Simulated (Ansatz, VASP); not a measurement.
**CsI in VASP and in Ansatz**

```
Cs I
1.0
     4.56670    0.00000    0.00000
     0.00000    4.56670    0.00000
     0.00000    0.00000    4.56670
Cs I
1 1
Direct
  0.00000 0.00000 0.00000
  0.50000 0.50000 0.50000
```

Alike in both runs: task relaxation of cell and atoms; functional r2SCAN; k mesh 8 × 8 × 8; occupations fermi-dirac, width 0.1 eV; no spin polarisation.

```csv
,VASP,Ansatz
version,VASP 6.6.1,Ansatz 0.2.0
potentials or method,"VASP PAW PBE potentials, release 64 (Cs_sv, I)","PAW with Ansatz's default frozen-core files, scalar-relativistic"
plane-wave cutoff (eV),550,500
valence electrons in the cell,16,26
```

Ansatz gave:

* relaxed volume (Å³/atom): 48.95
* relaxed cell length with the largest relative difference (Å): 4.609

Q: What did VASP give for the same quantities?

A: Relaxed volume (Å³/atom): 49.14; relaxed cell length with the largest relative difference (Å): 4.615.

VASP's potentials were made for PBE, not for r2SCAN. VASP's potentials hold 16 valence electrons a cell and Ansatz's 26, so a difference there can come from the potentials and not from the codes.

Spin-orbit coupling is off throughout.
